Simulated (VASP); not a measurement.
Set up this calculation in VASP 6.6.1, as the native input.

```
Task                   : single point
Functional             : PBE
Potentials or basis    : VASP PAW PBE potentials, release 64 (Sn_d, Ge_d, O)
Cutoff                 : 520 eV
k mesh                 : 4 × 4 × 4
Occupations            : gaussian, width 0.1 eV
Spin                   : no spin polarisation
Dipole correction      : no
Further INCAR settings : ALGO = Normal; EDIFF = 1e-06; NBANDS = 39
```

The structure of Sn3GeO lies in POSCAR:

```
Sn3GeO
1.0
    3.4334832487      1.9823224797      2.9450959783
   -3.4334832487      1.9823224797      2.9450959783
    0.0000000000     -3.9646449539      2.9450959820
Sn Ge O
3 1 1
Direct
    0.5607970403      0.7319607177      0.1090296477
    0.1090296477      0.5607970403      0.7319607177
    0.7319607177      0.1090296477      0.5607970403
    0.1694718413      0.1694718413      0.1694718413
    0.3976407430      0.3976407430      0.3976407430
```

The input as run:

INCAR

```
SYSTEM = Sn3GeO
PREC = Accurate ; ENCUT = 520
EDIFF = 1E-6 ; ISMEAR = 0
SIGMA = 0.1 ; LREAL = .False.
LASPH = .True. ; NELM = 60
ALGO = Normal ; ISIF = 2
LWAVE = .False. ; LCHARG = .False.
GGA = PE ; NBANDS = 39
```

KPOINTS

```
regular mesh
0
Gamma
  4 4 4
  0 0 0
```

Potentials or basis: VASP PAW PBE potentials, release 64 (Sn_d, Ge_d, O).

Command:

```sh
$ cat potpaw_PBE.64/Sn_d/POTCAR potpaw_PBE.64/Ge_d/POTCAR potpaw_PBE.64/O/POTCAR > POTCAR
$ mpirun -np 1 vasp_std > vasp.out
```

It gave:

```json
{"Pressure": "0.0 GPa", "Largest force": "0.031 eV/Å", "Band gap on the k mesh": "zero (band 31 reaches 6.10 eV, above the bottom of band 32 at 5.87 eV)"}
```

Caveat: spin-orbit coupling is left out, which moves the levels of the heavy elements.

Run time: 97 s on 1 thread of AMD EPYC 7R13, on a shared host, peak memory 0.24 GiB.
